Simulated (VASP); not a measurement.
C: single point with PBE+D3(BJ)

The system is C.

```
CELL_PARAMETERS angstrom
0.00000 2.36810 3.28952
1.19347 0.00000 3.28952
1.19347 2.36810 0.00000
ATOMIC_POSITIONS crystal
C 0.16670 0.83330 0.16670
C 0.83330 0.16670 0.83330
```

```
Program                : VASP 6.6.1
Task                   : single point
Functional             : PBE
Dispersion             : D3(BJ)
Potentials or basis    : VASP PAW PBE potentials, release 64 (C)
Cutoff                 : 520 eV
k mesh                 : 18 × 18 × 18
Occupations            : gaussian, width 0.03 eV
Spin                   : no spin polarisation
Dipole correction      : no
Further INCAR settings : ALGO = Normal; EDIFF = 1e-06; NBANDS = 11
```

- Pressure: -21.9 GPa
- Largest force: 0.039 eV/Å
- Dispersion energy per atom: -0.154 eV

Forces in eV/Å, atoms in the order of the input:
```
C    0.000  0.039  0.000
C    0.000 -0.039  0.000
```

Stress tensor (GPa, compression positive):
```
 19.06   0.00   0.00
  0.00 -86.81   0.00
  0.00   0.00   2.00
```

Wall time 5.4 min on 1 thread of Intel Xeon 8259CL, on a shared host, peak memory 0.27 GiB.

Caveat: the cell stands under tension.
